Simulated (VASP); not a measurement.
# AlNi3 (Fm-3m) in VASP: further runs

AlNi3 is run at these levels: LDA; tasks: single point.

Program: VASP 6.6.1. These are calculated values, not measurements. Logs are shortened: lines on timing, memory, paths and dates and some standing lists are left out, and cuts for length are marked.

### 1 The cell of the first run

It takes space group Fm-3m (No. 225, cubic). Conventional cell: a = 5.641 Å, b = 5.641 Å, c = 5.641 Å, α = 90.00°, β = 90.00°, γ = 90.00°. Ni (site symmetry -43m) has 10 Ni at 2.44 to 2.82 Å and 4 Al at 2.44 Å within 3.2 Å. Ni (site symmetry m-3m) has 8 Ni at 2.44 Å and 6 Al at 2.82 Å within 3.2 Å. Within 3.2 Å of Al (site symmetry m-3m) lie 14 Ni at 2.44 to 2.82 Å.

### 2 Single point, LDA, collinear spin, ferromagnetic start (volume scaled by 1.02)

INCAR reads:

```
SYSTEM = AlNi3
PREC = Accurate
ENCUT = 520
EDIFF = 1E-7
ISMEAR = -1
SIGMA = 0.05
LREAL = .False.
LASPH = .True.
NELM = 150
ALGO = Normal
ISIF = 2
LWAVE = .False.
LCHARG = .True.
ISPIN = 2
MAGMOM = 1 1 1 0
LORBIT = 11
LMAXMIX = 4
GGA = CA
LELF = .True.
LVHAR = .True.
NBANDS = 28
```

KPOINTS reads:

```
Automatic mesh
0
Gamma
  8 8 8
  0 0 0
```

POSCAR reads:

```
AlNi3
1.0
    0.0000000000      2.8204448505      2.8204448505
    2.8204448505      0.0000000000      2.8204448505
    2.8204448505      2.8204448505      0.0000000000
Ni Al
3 1
Direct
    0.7500000000      0.7500000000      0.7500000000
    0.0000000000      0.0000000000      0.0000000000
    0.2500000000      0.2500000000      0.2500000000
    0.5000000000      0.5000000000      0.5000000000
```

Potentials or basis: VASP PAW LDA potentials, release 64 (Ni, Al).

Launch:

```console
$ cat potpaw_LDA.64/Ni/POTCAR potpaw_LDA.64/Al/POTCAR > POTCAR
$ mpirun -np 1 vasp_std > vasp.out
```

OUTCAR:

```text
SYSTEM = AlNi3
   PREC = Accurate
   ENCUT = 520
   EDIFF = 1E-7
   ISMEAR = -1
   LREAL = .False.
   LASPH = .True.
   NELM = 150
   ISIF = 2
   ISPIN = 2
   LORBIT = 11
   GGA = CA

 ion  position               nearest neighbor table
   1  0.750  0.750  0.750-   2 2.44   4 2.44   4 2.44   4 2.44   4 2.44   2 2.44   2 2.44   2 2.44
                             3 2.82   3 2.82   3 2.82   3 2.82   3 2.82   3 2.82
   2  0.000  0.000  0.000-   1 2.44   3 2.44   1 2.44   1 2.44   1 2.44   3 2.44   3 2.44   3 2.44
                             4 2.82   4 2.82   4 2.82   4 2.82   4 2.82   4 2.82
   3  0.250  0.250  0.250-   2 2.44   4 2.44   2 2.44   2 2.44   2 2.44   4 2.44   4 2.44   4 2.44
                             1 2.82   1 2.82   1 2.82   1 2.82   1 2.82   1 2.82
   4  0.500  0.500  0.500-   1 2.44   3 2.44   3 2.44   3 2.44   3 2.44   1 2.44   1 2.44   1 2.44
                             2 2.82   2 2.82   2 2.82   2 2.82   2 2.82   2 2.82

  LATTYP: Found a face centered cubic cell.
 ALAT       =     5.6408897010

  Lattice vectors:

 A1 = (   0.0000000000,   2.8204448505,   2.8204448505)
 A2 = (   2.8204448505,   0.0000000000,   2.8204448505)
 A3 = (   2.8204448505,   2.8204448505,   0.0000000000)

Analysis of symmetry for initial positions (statically):
=====================================================================
 Subroutine PRICEL returns:
 Original cell was already a primitive cell.

 Routine SETGRP: Setting up the symmetry group for a
 face centered cubic supercell.

 Subroutine GETGRP returns: Found 48 space group operations
 (whereof 48 operations were pure point group operations)
 out of a pool of 48 trial point group operations.

The static configuration has the point symmetry O_h .

Analysis of symmetry for dynamics (positions and initial velocities):
=====================================================================
 Subroutine PRICEL returns:
 Original cell was already a primitive cell.

 Routine SETGRP: Setting up the symmetry group for a
 face centered cubic supercell.

 Subroutine GETGRP returns: Found 48 space group operations
 (whereof 48 operations were pure point group operations)
 out of a pool of 48 trial point group operations.

The dynamic configuration has the point symmetry O_h .

Analysis of structural, dynamic, and magnetic symmetry:
=====================================================================
 Subroutine PRICEL returns:
 Original cell was already a primitive cell.

 Routine SETGRP: Setting up the symmetry group for a
 face centered cubic supercell.

 Subroutine GETGRP returns: Found 48 space group operations
 (whereof 48 operations were pure point group operations)
 out of a pool of 48 trial point group operations.

The overall configuration has the point symmetry O_h .

 Subroutine INISYM returns: Found 48 space group operations
 (whereof 48 operations are pure point group operations),
 and found     1 'primitive' translations

----------------------------------------------------------------------------------------

                                     Primitive cell

  volume of cell :      44.8728

  direct lattice vectors                    reciprocal lattice vectors
     0.000000000  2.820444850  2.820444850    -0.177276999  0.177276999  0.177276999
     2.820444850  0.000000000  2.820444850     0.177276999 -0.177276999  0.177276999
     2.820444850  2.820444850  0.000000000     0.177276999  0.177276999 -0.177276999

  length of vectors
     3.988711360  3.988711360  3.988711360     0.307052770  0.307052770  0.307052770

  position of ions in fractional coordinates (direct lattice)
     0.750000000  0.750000000  0.750000000
     0.000000000  0.000000000  0.000000000
     0.250000000  0.250000000  0.250000000
     0.500000000  0.500000000  0.500000000

  ion indices of the primitive-cell ions
   primitive index   ion index
                 1           1
                 2           2
                 3           3
                 4           4

----------------------------------------------------------------------------------------

 KPOINTS: Automatic mesh

Automatic generation of k-mesh.
 Grid dimensions read from file:
 generate k-points for:    8    8    8

 Generating k-lattice:

  Cartesian coordinates                     Fractional coordinates (reciprocal lattice)
    -0.022159625  0.022159625  0.022159625     0.125000000  0.000000000  0.000000000
     0.022159625 -0.022159625  0.022159625     0.000000000  0.125000000  0.000000000
     0.022159625  0.022159625 -0.022159625     0.000000000  0.000000000  0.125000000

  Length of vectors
     0.038381596  0.038381596  0.038381596

  Shift w.r.t. Gamma in fractional coordinates (k-lattice)
     0.000000000  0.000000000  0.000000000

 Subroutine IBZKPT returns following result:
 ===========================================

 Found     29 irreducible k-points:

 Following reciprocal coordinates:
            Coordinates               Weight
  0.000000  0.000000  0.000000      1.000000
  0.125000  0.000000  0.000000      8.000000
  0.250000  0.000000  0.000000      8.000000
  0.375000  0.000000  0.000000      8.000000
  0.500000  0.000000  0.000000      4.000000
  0.125000  0.125000  0.000000      6.000000
[... 16 lines left out ...]
  0.500000  0.250000  0.125000     48.000000
 -0.375000  0.250000  0.125000     24.000000
 [... further k-points ...]
   k-points           NKPTS =     29   k-points in BZ     NKDIM =     29   number of bands    NBANDS=     28
   number of dos      NEDOS =    301   number of ions     NIONS =      4
   total plane-waves  NPLWV =  27000
   dimension x,y,z NGX =    30 NGY =   30 NGZ =   30
   dimension x,y,z NGXF=    60 NGYF=   60 NGZF=   60
   ions per type =               3   1
   NGX,Y,Z   is equivalent  to a cutoff of  12.50, 12.50, 12.50 a.u.
   NGXF,Y,Z  is equivalent  to a cutoff of  25.01, 25.01, 25.01 a.u.
 SYSTEM =  AlNi3
   PREC   = accura    normal or accurate (medium, high low for compatibility)
   ISTART =      0    job   : 0-new  1-cont  2-samecut
   ICHARG =      2    charge: 1-file 2-atom 10-const
   ISPIN  =      2    spin polarized calculation?
   LNONCOLLINEAR =      F non collinear calculations
   LSORBIT =      F    spin-orbit coupling
   LASPH  =      T    aspherical Exc in radial PAW
   ENCUT  =  520.0 eV  38.22 Ry    6.18 a.u.   7.42  7.42  7.42*2*pi/ulx,y,z
   NELM   =    150;   NELMIN=  2; NELMDL= -5     # of ELM steps
   EDIFF  = 0.1E-06   stopping-criterion for ELM
   LREAL  =      F    real-space projection
   EDIFFG = 0.1E-05   stopping-criterion for IOM
   NSW    =      0    number of steps for IOM
   IBRION =     -1    ionic relax: 0-MD 1-quasi-New 2-CG
   NFREE  =      0    steps in history (QN), initial steepest desc. (CG)
   ISIF   =      2    stress and relaxation
   ISYM   =      2    0-nonsym 1-usesym 2-fastsym
   POTIM  = 0.5000    time-step for ionic-motion
   TEBEG  =    0.0;   TEEND  =   0.0 temperature during run
   PSTRESS=    0.0 pullay stress
   NELECT =      33.0000    total number of electrons
   NUPDOWN=      -1.0000    fix difference up-down
   EMIN   =  10.00;   EMAX   =-10.00  energy-range for DOS
   EFERMI =   0.00;   METHOD = LEGACY
   ISMEAR =    -1;   SIGMA  =   0.05  broadening in eV -4-tet -1-fermi 0-gaus
   EFERMI_NEDOS =   21; number of points for ismear=-14 and -15
   IALGO  =     38    algorithm
   IMIX   =      4    mixing-type and parameters
     AMIX     =   0.40;   BMIX     =  1.00
     AMIX_MAG =   1.60;   BMIX_MAG =  1.00
  volume/ion in A,a.u.               =      11.22        75.70
  Fermi-wavevector in a.u.,A,eV,Ry     =   1.477696  2.792441 29.709498  2.183586
  Thomas-Fermi vector in A             =   2.592069
   LORBIT       =     11    0 simple, 1 ext, 2 COOP (PROOUT), +10 PAW based schemes
   GGA     = CA    functional components
   LHFCALC =     F    Hartree Fock is set to
   AEXX    =    0.0000 exact exchange contribution
   IVDW    =     0    specifies the selected vdW correction
   LEPSILON=     F    determine dielectric tensor
   LRPA    =     F    only Hartree local field effects (RPA)
 spin polarized calculation
  energy-cutoff  :      520.00
  volume of cell :       44.87
 maximum number of plane-waves:      1243
 NGX is ok and might be reduce to    30
   NGX = 15   NGY = 15   NGZ = 15

 number of electron      32.9999999 magnetization      -0.0466590

 number of electron      32.9999999 magnetization       0.0000345

 Free energy of the ion-electron system (eV)
  ---------------------------------------------------
  ext. energy  EPLUGINS =         0.00000000
  ---------------------------------------------------
  free energy    TOTEN  =       -25.54705719 eV

  energy without entropy =      -25.52763171  energy(sigma->0) =      -25.53734445

 E-fermi :   9.3796     XC(G=0): -13.0110

 val. band max:        9.3775222961   @ k =  -0.2500   0.5000   0.2500
 cond. band min:       9.3974418471   @ k =  -0.3750   0.1250   0.0000
 fundamental gap:      0.0199195510
 Fermi energy:         9.3796167727

 spin component 1

 k-point     1 :       0.0000    0.0000    0.0000
  band No.  band energies     occupation
      1      -0.6171      1.00000
      2       5.8955      1.00000
      3       5.8955      1.00000
      4       6.0039      1.00000
      5       6.0039      1.00000
      6       6.0039      1.00000
[... 20 lines left out ...]
     27      18.4873      0.00000
     28      21.3098      0.00000

 k-point     2 :       0.1250    0.0000    0.0000
  band No.  band energies     occupation
      1      -0.3886      1.00000
      2       5.8297      1.00000
      3       5.8297      1.00000
      4       5.8780      1.00000
      5       6.1890      1.00000
      6       6.1890      1.00000
[... 674 lines left out ...]
 k-point    24 :      -0.3750    0.2500    0.1250
  band No.  band energies     occupation
      1       2.8368      1.00000
      2       3.5728      1.00000
      3       5.4033      1.00000
      4       6.1224      1.00000
      5       6.2692      1.00000
      6       6.8118      1.00000
[... 20 lines left out ...]
     27      24.2742      0.00000
     28      27.0133      0.00000

 [... further k-points ...]

 spin component 2

 k-point     1 :       0.0000    0.0000    0.0000
  band No.  band energies     occupation
      1      -0.6171      1.00000
      2       5.8956      1.00000
      3       5.8956      1.00000
      4       6.0039      1.00000
      5       6.0039      1.00000
      6       6.0039      1.00000
[... 20 lines left out ...]
     27      18.4873      0.00000
     28      21.3098      0.00000

 k-point     2 :       0.1250    0.0000    0.0000
  band No.  band energies     occupation
      1      -0.3886      1.00000
      2       5.8297      1.00000
      3       5.8297      1.00000
      4       5.8780      1.00000
      5       6.1890      1.00000
      6       6.1890      1.00000
[... 674 lines left out ...]
 k-point    24 :      -0.3750    0.2500    0.1250
  band No.  band energies     occupation
      1       2.8368      1.00000
      2       3.5728      1.00000
      3       5.4033      1.00000
      4       6.1224      1.00000
      5       6.2692      1.00000
      6       6.8119      1.00000
[... 20 lines left out ...]
     27      24.2742      0.00000
     28      27.0133      0.00000

 [... further k-points ...]

------------------------ aborting loop because EDIFF is reached ----------------------------------------

  FORCE on cell =-STRESS in cart. coord.  units (eV):
  Direction    XX          YY          ZZ          XY          YZ          ZX
  --------------------------------------------------------------------------------------
  -------------------------------------------------------------------------------------
  Total       -2.9674149     -2.9674149     -2.9674149      0.0000000     -0.0000000     -0.0000000
  in kB     -105.9512343   -105.9512343   -105.9512343      0.0000000     -0.0000000     -0.0000000
  external PRESSURE =    -105.9512343 kB  Pullay stress =       0.0000000 kB

 VOLUME and BASIS-vectors are now :
 -----------------------------------------------------------------------------
  energy-cutoff  :      520.00
  volume of cell :       44.87
      direct lattice vectors                 reciprocal lattice vectors
     0.000000000  2.820444850  2.820444850    -0.177276999  0.177276999  0.177276999
     2.820444850  0.000000000  2.820444850     0.177276999 -0.177276999  0.177276999
     2.820444850  2.820444850  0.000000000     0.177276999  0.177276999 -0.177276999

 POSITION                                       TOTAL-FORCE (eV/Angst)
 -----------------------------------------------------------------------------------
      4.23067      4.23067      4.23067         0.000000      0.000000      0.000000
      0.00000      0.00000      0.00000        -0.000000     -0.000000      0.000000
      1.41022      1.41022      1.41022        -0.000000     -0.000000     -0.000000
      2.82044      2.82044      2.82044        -0.000000     -0.000000      0.000000
 -----------------------------------------------------------------------------------
    total drift:                                0.000000     -0.000000      0.000000

  FREE ENERGIE OF THE ION-ELECTRON SYSTEM (eV)
  ---------------------------------------------------
  free  energy   TOTEN  =       -25.5470571862 eV

  energy  without entropy=      -25.5276317145  energy(sigma->0) =      -25.53734445

 total charge

# of ion       s       p       d       tot
------------------------------------------
    1        0.480   0.509   8.451   9.440
    2        0.485   0.490   8.412   9.387
    3        0.480   0.509   8.451   9.440
    4        0.408   0.410   0.000   0.818
--------------------------------------------------
tot          1.852   1.918  25.314  29.084

 magnetization (x)

# of ion       s       p       d       tot
------------------------------------------
    1       -0.000  -0.000   0.000   0.000
    2       -0.000  -0.000   0.000   0.000
    3       -0.000  -0.000   0.000   0.000
    4       -0.000   0.000   0.000   0.000
--------------------------------------------------
tot         -0.000  -0.000   0.000   0.000
```

Run time: 2.7 min. Hardware: 1 thread of Intel Xeon Platinum 8488C (Sapphire Rapids), shared host; peak memory 0.18 GiB.

What came out:

```yaml
Free_energy: -25.5471 eV
Pressure: -10.6 GPa
Net_moment: 0.00 μB per cell
Valence_electrons_inside_the_program's_atomic_spheres: Ni 9.44, 9.39; Al 0.82
```

### 3 Single point, LDA, collinear spin, ferromagnetic start (volume scaled by 1.04)

INCAR reads:

```
SYSTEM = AlNi3
ALGO = Normal ; EDIFF = 1E-6
ENCUT = 520 ; GGA = CA
ISIF = 2 ; ISMEAR = -1
ISPIN = 2 ; LASPH = .True.
LCHARG = .False. ; LMAXMIX = 4
LORBIT = 11 ; LREAL = .False.
LWAVE = .False. ; MAGMOM = 1 1 1 0
NBANDS = 28 ; NELM = 150
PREC = Accurate ; SIGMA = 0.05
```

KPOINTS reads:

```
k-points
0
Gamma
  8 8 8
  0 0 0
```

POSCAR reads:

```
AlNi3
1.0
    0.0000000000      2.8387599407      2.8387599407
    2.8387599407      0.0000000000      2.8387599407
    2.8387599407      2.8387599407      0.0000000000
Ni Al
3 1
Direct
    0.7500000000      0.7500000000      0.7500000000
    0.0000000000      0.0000000000      0.0000000000
    0.2500000000      0.2500000000      0.2500000000
    0.5000000000      0.5000000000      0.5000000000
```

Potentials or basis: VASP PAW LDA potentials, release 64 (Ni, Al).

Launch:

```console
$ cat potpaw_LDA.64/Ni/POTCAR potpaw_LDA.64/Al/POTCAR > POTCAR
$ mpirun -np 1 vasp_std > vasp.out
```

Run time: 2.4 min. Hardware: 1 thread of Intel Xeon Platinum 8488C (Sapphire Rapids), shared host; peak memory 0.19 GiB.

The run converged. Its results:

* Free energy: -25.4802 eV
* Pressure: -13.7 GPa
* Net moment: 0.00 μB per cell
* Valence electrons inside the program's atomic spheres: Ni 9.41, 9.35; Al 0.81

Levels at points of the mesh, in eV from the Fermi level:
Spin up:
```
           k point  band 14  band 15  band 16  band 17  band 18  band 19
(0.00, 0.00, 0.00)    -0.53    -0.48    -0.48     5.39     5.39     5.39
(0.50, 0.00, 0.00)    -0.60    -0.45    -0.45    -0.14     4.30     4.30
(0.50, 0.50, 0.00)    -0.71    -0.56    -0.34    -0.33    -0.33    -0.04
```
Spin down:
```tsv
k point	band 14	band 15	band 16	band 17	band 18	band 19
(0.00, 0.00, 0.00)	-0.53	-0.48	-0.48	5.39	5.39	5.39
(0.50, 0.00, 0.00)	-0.60	-0.45	-0.45	-0.14	4.30	4.30
(0.50, 0.50, 0.00)	-0.71	-0.56	-0.34	-0.33	-0.33	-0.04
```

### 4 Single point, LDA, collinear spin, ferromagnetic start (volume scaled by 1.06)

INCAR reads:

```
SYSTEM = AlNi3
PREC = Accurate
ENCUT = 520
EDIFF = 1E-7
ISMEAR = -1
SIGMA = 0.05
LREAL = .FALSE.
LASPH = .TRUE.
NELM = 150
ALGO = Normal
ISIF = 2
LWAVE = .FALSE.
LCHARG = .FALSE.
ISPIN = 2
MAGMOM = 1 1 1 0
LORBIT = 11
LMAXMIX = 4
NBANDS = 28
```

KPOINTS reads:

```
Automatic mesh
0
G
  8 8 8
  0 0 0
```

POSCAR reads:

```
AlNi3
1.0
    0.0000000000      2.8568417017      2.8568417017
    2.8568417017      0.0000000000      2.8568417017
    2.8568417017      2.8568417017      0.0000000000
Ni Al
3 1
Direct
    0.7500000000      0.7500000000      0.7500000000
    0.0000000000      0.0000000000      0.0000000000
    0.2500000000      0.2500000000      0.2500000000
    0.5000000000      0.5000000000      0.5000000000
```

Launch:

```console
$ cat potpaw_LDA.64/Ni/POTCAR potpaw_LDA.64/Al/POTCAR > POTCAR
$ mpirun -np 1 vasp_std > vasp.out
```

It took 2.4 min on 1 thread of Intel Xeon Platinum 8488C (Sapphire Rapids), shared host; peak memory 0.19 GiB.

Results (log left out):

* Free energy: -25.3974 eV
* Pressure: -16.4 GPa
* Net moment: 0.00 μB per cell
* Valence electrons inside the program's atomic spheres: Ni 9.38, 9.32; Al 0.80

Levels at points of the mesh, in eV from the Fermi level:
Spin up:
```csv
k point,band 14,band 15,band 16,band 17,band 18,band 19
"(0.00, 0.00, 0.00)",-0.52,-0.46,-0.46,5.34,5.34,5.34
"(0.50, 0.00, 0.00)",-0.59,-0.43,-0.43,-0.14,4.26,4.26
"(0.50, 0.50, 0.00)",-0.70,-0.54,-0.34,-0.32,-0.32,-0.04
```
Spin down:
| k point | band 12 | band 13 | band 14 | band 15 | band 16 | band 17 | band 18 | band 19 | band 20 | band 21 |
| --- | --- | --- | --- | --- | --- | --- | --- | --- | --- | --- |
| (0.00, 0.00, 0.00) | -0.82 | -0.52 | -0.52 | -0.46 | -0.46 | 5.34 | 5.34 | 5.34 | 5.66 | 5.66 |
| (0.50, 0.00, 0.00) | -1.58 | -0.59 | -0.59 | -0.43 | -0.43 | -0.14 | 4.26 | 4.26 | 4.58 | 4.58 |
| (0.50, 0.50, 0.00) | -1.02 | -0.97 | -0.70 | -0.54 | -0.34 | -0.32 | -0.32 | -0.04 | 4.02 | 4.33 |

### 5 Summary

| cell | gap on the mesh (eV) | pressure (GPa) | moment (μB) |
| --- | --- | --- | --- |
| a = 3.989 Å, angles 60.0°, 4 atoms | none | -10.6 | 0.00 |
| a = 4.015 Å, angles 60.0°, 4 atoms | none | -13.7 | 0.00 |
| a = 4.040 Å, angles 60.0°, 4 atoms | none | -16.4 | 0.00 |

Alike in all rows: task single point; level LDA; potentials or basis VASP PAW LDA potentials, release 64 (Ni, Al); spin collinear, ferromagnetic start; k mesh 8 × 8 × 8; cutoff (eV) 520; smearing fermi-dirac 0.05 eV.

Total energies depend on the potentials used, so only differences within one code and one set of settings carry meaning.
